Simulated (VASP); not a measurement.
Here is a VASP 6.6.1 calculation.

The input INCAR:

```
SYSTEM = C
  PREC = Accurate
  ENCUT = 1300
  EDIFF = 1E-6
  ISMEAR = 0
  SIGMA = 0.05
  LREAL = .False.
  LASPH = .True.
  NELM = 120
  ALGO = Normal
  ISIF = 2
  LWAVE = .False.
  LCHARG = .False.
  GGA = CA
  NBANDS = 11
  GGA_COMPAT = .False.
```

Contents of KPOINTS:

```
Automatic mesh
0
Gamma
  12 12 12
  0 0 0
```

Contents of POSCAR:

```
C
1.0
    0.0000000000      2.0769870879      1.6730671760
    1.5472560559      0.0000000000      1.6730671760
    1.5472560559      2.0769870879      0.0000000000
C
2
Direct
    0.5000000000      0.5000000000      0.5000000000
    0.7500000000      0.7500000000      0.7500000000
```

Potentials or basis: VASP PAW LDA potentials, release 64 (C_h).

Launch:

```bash
$ cat potpaw_LDA.64/C_h/POTCAR > POTCAR
$ mpirun -np 1 vasp_std > vasp.out
```

Q: Estimate the pressure.

A: 14.7 GPa.

Q: What does it give for the band gap on the k mesh?

A: Zero (bands 4 and 5 overlap by 0.38 eV).

Stress tensor (GPa, compression positive):
```
 132.78    0.00    0.00
   0.00 -186.30    0.00
   0.00    0.00   97.67
```

Caveat: the cell differs from its parent crystal (strain +e along x and -e along y -0.1500, strain +e along z and -e/2 along x and y -0.0525); the stress differs along the axes, from -186 to 133 GPa.
